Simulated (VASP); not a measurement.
BaY3Si, 5 atoms in the cell. The structure is hexagonal, space group P-6m2 (No. 187). The conventional cell has a = 4.350 Å, b = 4.350 Å, c = 8.356 Å, α = 90.00°, β = 90.00°, γ = 120.00°. Ba (site symmetry -6m2) has 5 Y at 2.51 to 2.67 Å within 3.3 Å. Within 3.3 Å of Y (site symmetry -6m2) lie 3 Ba at 2.51 Å. Within 3.5 Å of Y (site symmetry 3m) lie 1 Ba at 2.67 Å and 3 Si at 2.93 Å and 1 Y at 3.02 Å. Si (site symmetry -6m2) has 6 Y at 2.93 Å within 3.9 Å. The cell was built from a structure type or drawn by symmetry, and may not be a known phase.

| Property | Result |
| --- | --- |
| Program | VASP 6.6.1 |
| Task | relaxation of cell and atoms |
| Functional | PBE |
| Potentials or basis | VASP PAW PBE potentials, release 64 (Ba_sv, Y_sv, Si) |
| Cutoff | 600 eV |
| k mesh | 6 × 6 × 2 |
| Occupations | gaussian, width 0.1 eV |
| Spin | no spin polarisation |
| Dipole correction | no |
| Further INCAR settings | ALGO = Normal; EDIFF = 1e-06; IBRION = 2; EDIFFG = -0.04; NSW = 90; ISIF = 3 |

Potentials or basis: VASP PAW PBE potentials, release 64 (Ba_sv, Y_sv, Si).

Command:

```console
$ cat potpaw_PBE.64/Ba_sv/POTCAR potpaw_PBE.64/Y_sv/POTCAR potpaw_PBE.64/Si/POTCAR > POTCAR
$ mpirun -np 1 vasp_std > vasp.out
```

Hardware: 1 thread of AMD EPYC 9R45 96-Core Processor (Zen 5), on a shared host.

Q: Estimate the wall time of this run.

A: Wall time 4.3 min on 1 thread of AMD EPYC 9R45 96-Core Processor (Zen 5) (shared host), peak memory 0.31 GiB. Counts: scf iterations 75, k points 14, ion steps 7.
